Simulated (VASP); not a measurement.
# SrTiO3 in VASP: notebook

The runs below take SrTiO3 through electric field gradients, with PBEsol.

Program: VASP 6.6.1. These are calculated values, not measurements. Logs are shortened: lines on timing, memory, paths and dates and some standing lists are left out, and cuts for length are marked.

## Step 1: The cell of the first run

The structure is cubic, space group Pm-3m (No. 221). The conventional cell has a = 3.931 Å, b = 3.931 Å, c = 3.931 Å, α = 90.00°, β = 90.00°, γ = 90.00°. Sr (site symmetry m-3m) has 12 O at 2.78 Å and 8 Ti at 3.40 Å within 3.7 Å. Within 2.6 Å of Ti (site symmetry m-3m) lie 6 O at 1.97 Å. O (site symmetry 4/mmm) has 2 Ti at 1.97 Å within 2.6 Å.

## Step 2: Electric field gradients, PBEsol (12.15 Å³/atom)

Contents of INCAR:

```
PREC = Accurate ; ENCUT = 520
EDIFF = 1E-8 ; ISMEAR = -1
SIGMA = 0.05 ; LREAL = False
LASPH = True ; NELM = 60
ALGO = Normal ; ISIF = 2
LWAVE = False ; LCHARG = False
GGA = PS ; LEFG = True
NBANDS = 28
```

Contents of KPOINTS:

```
regular mesh
0
Gamma
  7 7 7
```

Contents of POSCAR:

```
SrTiO3
1.0
    3.9308616808      0.0000000000      0.0000000000
    0.0000000000      3.9308616808      0.0000000000
    0.0000000000      0.0000000000      3.9308616808
Sr Ti O
1 1 3
Direct
    0.0000000000      0.0000000000      0.0000000000
    0.5000000000      0.5000000000      0.5000000000
    0.0000000000      0.5000000000      0.5000000000
    0.5000000000      0.0000000000      0.5000000000
    0.5000000000      0.5000000000      0.0000000000
```

Potentials or basis: VASP PAW PBE potentials, release 64 (Sr_sv, Ti_sv, O).

Command:

```console
$ cat potpaw_PBE.64/Sr_sv/POTCAR potpaw_PBE.64/Ti_sv/POTCAR potpaw_PBE.64/O/POTCAR > POTCAR
$ mpirun -np 1 vasp_std > vasp.out
```

OUTCAR:

```text
PREC = Accurate
   ENCUT = 520
   EDIFF = 1E-8
   ISMEAR = -1
   LREAL = False
   LASPH = True
   NELM = 60
   ISIF = 2
   GGA = PS

 ion  position               nearest neighbor table
   1  0.000  0.000  0.000-   3 2.78   4 2.78   5 2.78   3 2.78   4 2.78   3 2.78   5 2.78   3 2.78
                             4 2.78   5 2.78   4 2.78   5 2.78   2 3.40   2 3.40   2 3.40   2 3.40
   2  0.500  0.500  0.500-   3 1.97   4 1.97   5 1.97   5 1.97   4 1.97   3 1.97   1 3.40   1 3.40
                             1 3.40   1 3.40   1 3.40   1 3.40   1 3.40   1 3.40
   3  0.000  0.500  0.500-   2 1.97   2 1.97   1 2.78   1 2.78   1 2.78   1 2.78
   4  0.500  0.000  0.500-   2 1.97   2 1.97   1 2.78   1 2.78   1 2.78   1 2.78
   5  0.500  0.500  0.000-   2 1.97   2 1.97   1 2.78   1 2.78   1 2.78   1 2.78

  LATTYP: Found a simple cubic cell.
 ALAT       =     3.9308616808

  Lattice vectors:

 A1 = (   3.9308616808,   0.0000000000,   0.0000000000)
 A2 = (   0.0000000000,   3.9308616808,   0.0000000000)
 A3 = (   0.0000000000,   0.0000000000,   3.9308616808)

Analysis of symmetry for initial positions (statically):
=====================================================================
 Subroutine PRICEL returns:
 Original cell was already a primitive cell.

 Routine SETGRP: Setting up the symmetry group for a
 simple cubic supercell.

 Subroutine GETGRP returns: Found 48 space group operations
 (whereof 48 operations were pure point group operations)
 out of a pool of 48 trial point group operations.

The static configuration has the point symmetry O_h .

Analysis of symmetry for dynamics (positions and initial velocities):
=====================================================================
 Subroutine PRICEL returns:
 Original cell was already a primitive cell.

 Routine SETGRP: Setting up the symmetry group for a
 simple cubic supercell.

 Subroutine GETGRP returns: Found 48 space group operations
 (whereof 48 operations were pure point group operations)
 out of a pool of 48 trial point group operations.

The dynamic configuration has the point symmetry O_h .

 Subroutine INISYM returns: Found 48 space group operations
 (whereof 48 operations are pure point group operations),
 and found     1 'primitive' translations

[... 148 lines left out ...]
 Fermi energy:         4.7458865459

 k-point     1 :       0.0000    0.0000    0.0000
  band No.  band energies     occupation
      1     -52.4176      2.00000
      2     -28.8403      2.00000
      3     -28.7660      2.00000
      4     -28.7660      2.00000
      5     -28.7660      2.00000
      6     -13.4226      2.00000
[... 609 lines left out ...]
     27      11.9027      0.00000
     28      11.9027      0.00000

------------------------ aborting loop because EDIFF is reached ----------------------------------------

  FORCE on cell =-STRESS in cart. coord.  units (eV):
  Direction    XX          YY          ZZ          XY          YZ          ZX
  --------------------------------------------------------------------------------------
  -------------------------------------------------------------------------------------
  Total       -1.7733870     -1.7733870     -1.7733870     -0.0000000      0.0000000     -0.0000000
  in kB      -46.7789883    -46.7789883    -46.7789883     -0.0000000      0.0000000     -0.0000000
  external PRESSURE =     -46.7789883 kB  Pullay stress =       0.0000000 kB

 VOLUME and BASIS-vectors are now :
 -----------------------------------------------------------------------------
  energy-cutoff  :      520.00
  volume of cell :       60.74
      direct lattice vectors                 reciprocal lattice vectors
     3.930861681  0.000000000  0.000000000     0.254397148  0.000000000  0.000000000
     0.000000000  3.930861681  0.000000000     0.000000000  0.254397148  0.000000000
     0.000000000  0.000000000  3.930861681     0.000000000  0.000000000  0.254397148

 POSITION                                       TOTAL-FORCE (eV/Angst)
 -----------------------------------------------------------------------------------
      0.00000      0.00000      0.00000         0.000000      0.000000      0.000000
      1.96543      1.96543      1.96543         0.000000      0.000000      0.000000
      0.00000      1.96543      1.96543         0.000000      0.000000      0.000000
      1.96543      0.00000      1.96543         0.000000      0.000000      0.000000
      1.96543      1.96543      0.00000         0.000000      0.000000      0.000000
 -----------------------------------------------------------------------------------
    total drift:                                0.000000      0.000000     -0.000000

  FREE ENERGIE OF THE ION-ELECTRON SYSTEM (eV)
  ---------------------------------------------------
  free  energy   TOTEN  =       -41.9943259776 eV

  energy  without entropy=      -41.9943259758  energy(sigma->0) =      -41.99432598

 Electric field gradients (V/A^2)
---------------------------------------------------------------------
 ion       V_xx      V_yy      V_zz      V_xy      V_xz      V_yz
---------------------------------------------------------------------
   1      -0.000     0.000    -0.000     0.000    -0.000    -0.000
   2      -0.000    -0.000     0.000     0.000     0.000     0.000
   3      11.368    -5.684    -5.684     0.000    -0.000     0.000
   4      -5.684    11.368    -5.684     0.000     0.000     0.000
   5      -5.684    -5.684    11.368     0.000     0.000     0.000
---------------------------------------------------------------------

 Electric field gradients after diagonalization (V/A^2)
 (convention: |V_zz| > |V_xx| > |V_yy|)
----------------------------------------------------------------------
 ion       V_xx      V_yy      V_zz     asymmetry (V_yy - V_xx)/ V_zz
----------------------------------------------------------------------
   1      -0.000     0.000    -0.000      -0.177
   2      -0.000     0.000    -0.000      -0.998
   3      -5.684    -5.684    11.368       0.000
   4      -5.684    -5.684    11.368       0.000
   5      -5.684    -5.684    11.368       0.000
----------------------------------------------------------------------

           NMR quadrupolar parameters

 Cq : quadrupolar parameter    Cq=e*Q*V_zz/h
 eta: asymmetry parameters     (V_yy - V_xx)/ V_zz
 Q  : nuclear electric quadrupole moment in mb (millibarn)
----------------------------------------------------------------------
 ion       Cq(MHz)       eta       Q (mb)
----------------------------------------------------------------------
   1      -0.000      -0.177       1.000
   2      -0.000      -0.998       1.000
   3       0.027       0.000       1.000
   4       0.027       0.000       1.000
   5       0.027       0.000       1.000
----------------------------------------------------------------------
```

OSZICAR:

```text
N       E                     dE             d eps       ncg     rms          rms(c)
DAV:   1     0.428041034189E+03    0.42804E+03   -0.21251E+04  1120   0.159E+03
DAV:   2    -0.578399010295E+01   -0.43383E+03   -0.41448E+03  1288   0.437E+02
DAV:   3    -0.496238537005E+02   -0.43840E+02   -0.43491E+02  1524   0.135E+02
[... 12 lines left out ...]
DAV:  16    -0.419943258510E+02    0.24377E-05   -0.20914E-05  1252   0.315E-02    0.292E-03
DAV:  17    -0.419943260043E+02   -0.15333E-06   -0.16012E-06  1436   0.104E-02    0.222E-03
DAV:  18    -0.419943260237E+02   -0.19398E-07   -0.10683E-07  1420   0.268E-03    0.161E-03
DAV:  19    -0.419943259840E+02    0.39678E-07   -0.54154E-08  1324   0.295E-03    0.513E-04
DAV:  20    -0.419943259776E+02    0.64570E-08   -0.12628E-08   736   0.836E-04
   1 F= -.41994326E+02 E0= -.41994326E+02  d E =-.175387E-08
```

stdout:

```text
POSCAR found type information on POSCAR SrTiO
 POSCAR found :  3 types and       5 ions
 scaLAPACK will be used
 -----------------------------------------------------------------------------
|                                                                             |
|                                                                             |
|     You enforced a specific xc type in the INCAR file but a different       |
|     I HOPE YOU KNOW WHAT YOU ARE DOING!                                     |
|                                                                             |
 -----------------------------------------------------------------------------

 LDA part: xc-table for (Slater+PW92), standard interpolation
 POSCAR, INCAR and KPOINTS ok, starting setup
 FFT: planning ... GRIDC
 FFT: planning ... GRID_SOFT
 FFT: planning ... GRID
 WAVECAR not read
 entering main loop
ion   1

ion   2

ion   3

ion   4

ion   5
```

Run time: 46 s. Hardware: 1 thread of Intel Xeon Platinum 8259CL at 2.50GHz (Skylake/Cascade Lake), shared host; peak memory 0.18 GiB.

What came out:

```yaml
Free_energy: -41.9943 eV
Pressure: -4.7 GPa
Band_gap_on_the_k_mesh: 1.83 eV (least direct gap 2.14 eV)
Largest_electric_field_gradient_by_atom: Sr -0.0; Ti -0.0; O +11.4 V/Å²
```

Levels at points of the mesh, in eV from the valence-band top:
| k point | band 17 | band 18 | band 19 | band 20 | band 21 | band 22 | band 23 | band 24 |
| --- | --- | --- | --- | --- | --- | --- | --- | --- |
| (0.00, 0.00, 0.00) | -1.09 | -0.31 | -0.31 | -0.31 | 1.83 | 1.83 | 1.83 | 4.26 |

Electric field gradients, principal values (V/Å²):
```csv
atom,least,middle,greatest (by size)
1 Sr,0.000,0.000,0.000
2 Ti,0.000,0.000,0.000
3 O,-5.684,-5.684,11.368
4 O,-5.684,-5.684,11.368
5 O,-5.684,-5.684,11.368
```

Caveat: the cell stands under tension; without QUAD_EFG the Cq values of the log hold for a quadrupole moment of 1 mb, not for the nuclei; the PAW data sets were made with another functional, which shifts forces and pressure a little; an odd mesh through Γ misses points on the zone boundary, where band edges can lie.

## Step 3: Electric field gradients, PBEsol (12.15 Å³/atom)

Contents of INCAR:

```
SYSTEM = SrTiO3
ALGO     = Normal         ! electronic algorithm
EDIFF    = 1E-8           ! SCF threshold, eV
ENCUT    = 520            ! plane-wave cutoff, eV
GGA      = PS             ! functional
ISIF     = 2              ! what is computed and relaxed
ISMEAR   = -1             ! smearing method
LASPH    = .True.         ! aspherical terms in the spheres
LCHARG   = .False.        ! write CHGCAR
LEFG     = .True.       
LREAL    = .False.        ! projectors in reciprocal space
LWAVE    = .False.        ! write WAVECAR
NBANDS   = 28             ! bands
NELM     = 80             ! most SCF steps
PREC     = Accurate       ! precision mode
SIGMA    = 0.05           ! smearing width, eV
```

Contents of KPOINTS:

```
k-points
0
Gamma
  7 7 7
  0 0 0
```

POSCAR is that of step 2.

Potentials or basis: VASP PAW PBE potentials, release 64 (Sr_sv, Ti_sv, O).

Command:

```console
$ cat potpaw_PBE.64/Sr_sv/POTCAR potpaw_PBE.64/Ti_sv/POTCAR potpaw_PBE.64/O/POTCAR > POTCAR
$ mpirun -np 1 vasp_std > vasp.out
```

OUTCAR:

```text
SYSTEM = SrTiO3
   EDIFF = 1E-8
   ENCUT = 520
   GGA = PS
   ISIF = 2
   ISMEAR = -1
   LASPH = .True.
   LREAL = .False.
   NELM = 80
   PREC = Accurate

 ion  position               nearest neighbor table
   1  0.000  0.000  0.000-   3 2.78   4 2.78   5 2.78   3 2.78   4 2.78   3 2.78   5 2.78   3 2.78
                             4 2.78   5 2.78   4 2.78   5 2.78   2 3.40   2 3.40   2 3.40   2 3.40
   2  0.500  0.500  0.500-   3 1.97   4 1.97   5 1.97   5 1.97   4 1.97   3 1.97   1 3.40   1 3.40
                             1 3.40   1 3.40   1 3.40   1 3.40   1 3.40   1 3.40
   3  0.000  0.500  0.500-   2 1.97   2 1.97   1 2.78   1 2.78   1 2.78   1 2.78
   4  0.500  0.000  0.500-   2 1.97   2 1.97   1 2.78   1 2.78   1 2.78   1 2.78
   5  0.500  0.500  0.000-   2 1.97   2 1.97   1 2.78   1 2.78   1 2.78   1 2.78

  LATTYP: Found a simple cubic cell.
 ALAT       =     3.9308616808

  Lattice vectors:

 A1 = (   3.9308616808,   0.0000000000,   0.0000000000)
 A2 = (   0.0000000000,   3.9308616808,   0.0000000000)
 A3 = (   0.0000000000,   0.0000000000,   3.9308616808)

Analysis of symmetry for initial positions (statically):
[... 827 lines left out ...]
 -----------------------------------------------------------------------------------
    total drift:                                0.000000      0.000000     -0.000000

  FREE ENERGIE OF THE ION-ELECTRON SYSTEM (eV)
  ---------------------------------------------------
  free  energy   TOTEN  =       -41.9943259776 eV

  energy  without entropy=      -41.9943259758  energy(sigma->0) =      -41.99432598

 Electric field gradients (V/A^2)
---------------------------------------------------------------------
 ion       V_xx      V_yy      V_zz      V_xy      V_xz      V_yz
---------------------------------------------------------------------
   1      -0.000     0.000    -0.000     0.000    -0.000    -0.000
   2      -0.000    -0.000     0.000     0.000     0.000     0.000
   3      11.368    -5.684    -5.684     0.000    -0.000     0.000
   4      -5.684    11.368    -5.684     0.000     0.000     0.000
   5      -5.684    -5.684    11.368     0.000     0.000     0.000
---------------------------------------------------------------------

 Electric field gradients after diagonalization (V/A^2)
 (convention: |V_zz| > |V_xx| > |V_yy|)
----------------------------------------------------------------------
 ion       V_xx      V_yy      V_zz     asymmetry (V_yy - V_xx)/ V_zz
----------------------------------------------------------------------
   1      -0.000     0.000    -0.000      -0.177
   2      -0.000     0.000    -0.000      -0.998
   3      -5.684    -5.684    11.368       0.000
   4      -5.684    -5.684    11.368       0.000
   5      -5.684    -5.684    11.368       0.000
----------------------------------------------------------------------

           NMR quadrupolar parameters

 Cq : quadrupolar parameter    Cq=e*Q*V_zz/h
 eta: asymmetry parameters     (V_yy - V_xx)/ V_zz
 Q  : nuclear electric quadrupole moment in mb (millibarn)
----------------------------------------------------------------------
 ion       Cq(MHz)       eta       Q (mb)
----------------------------------------------------------------------
   1      -0.000      -0.177       1.000
   2      -0.000      -0.998       1.000
   3       0.027       0.000       1.000
   4       0.027       0.000       1.000
   5       0.027       0.000       1.000
----------------------------------------------------------------------
```

OSZICAR:

```text
N       E                     dE             d eps       ncg     rms          rms(c)
DAV:   1     0.428041034189E+03    0.42804E+03   -0.21251E+04  1120   0.159E+03
DAV:   2    -0.578399010295E+01   -0.43383E+03   -0.41448E+03  1288   0.437E+02
DAV:   3    -0.496238537005E+02   -0.43840E+02   -0.43491E+02  1524   0.135E+02
[... 12 lines left out ...]
DAV:  16    -0.419943258510E+02    0.24377E-05   -0.20914E-05  1252   0.315E-02    0.292E-03
DAV:  17    -0.419943260043E+02   -0.15333E-06   -0.16012E-06  1436   0.104E-02    0.222E-03
DAV:  18    -0.419943260237E+02   -0.19398E-07   -0.10683E-07  1420   0.268E-03    0.161E-03
DAV:  19    -0.419943259840E+02    0.39678E-07   -0.54154E-08  1324   0.295E-03    0.513E-04
DAV:  20    -0.419943259776E+02    0.64570E-08   -0.12628E-08   736   0.836E-04
   1 F= -.41994326E+02 E0= -.41994326E+02  d E =-.175387E-08
```

stdout:

```text
POSCAR found type information on POSCAR SrTiO
 POSCAR found :  3 types and       5 ions
 scaLAPACK will be used
 -----------------------------------------------------------------------------
|                                                                             |
|                                                                             |
|     You enforced a specific xc type in the INCAR file but a different       |
|     I HOPE YOU KNOW WHAT YOU ARE DOING!                                     |
|                                                                             |
 -----------------------------------------------------------------------------

 LDA part: xc-table for (Slater+PW92), standard interpolation
 POSCAR, INCAR and KPOINTS ok, starting setup
 FFT: planning ... GRIDC
 FFT: planning ... GRID_SOFT
 FFT: planning ... GRID
 WAVECAR not read
 entering main loop
ion   1

ion   2

ion   3

ion   4

ion   5
```

It took 45 s on 1 thread of Intel Xeon Platinum 8259CL at 2.50GHz (Skylake/Cascade Lake), shared host; peak memory 0.18 GiB.

Results:

| Property | Result |
| --- | --- |
| Free energy | -41.9943 eV |
| Pressure | -4.7 GPa |
| Band gap on the k mesh | 1.83 eV (least direct gap 2.14 eV) |
| Largest electric field gradient by atom | Sr -0.0; Ti -0.0; O +11.4 V/Å² |

Levels at points of the mesh, in eV from the valence-band top:
```csv
k point,band 18,band 19,band 20,band 21,band 22,band 23
"(0.00, 0.00, 0.00)",-0.31,-0.31,-0.31,1.83,1.83,1.83
```

Electric field gradients, principal values (V/Å²):
```tsv
atom	least	middle	greatest (by size)
1 Sr	0.000	0.000	0.000
2 Ti	0.000	0.000	0.000
3 O	-5.684	-5.684	11.368
4 O	-5.684	-5.684	11.368
5 O	-5.684	-5.684	11.368
```

Caveat: the cell stands under tension; without QUAD_EFG the Cq values of the log hold for a quadrupole moment of 1 mb, not for the nuclei; the PAW data sets were made with another functional, which shifts forces and pressure a little; an odd mesh through Γ misses points on the zone boundary, where band edges can lie.

(Continued in part 2 of 2.)
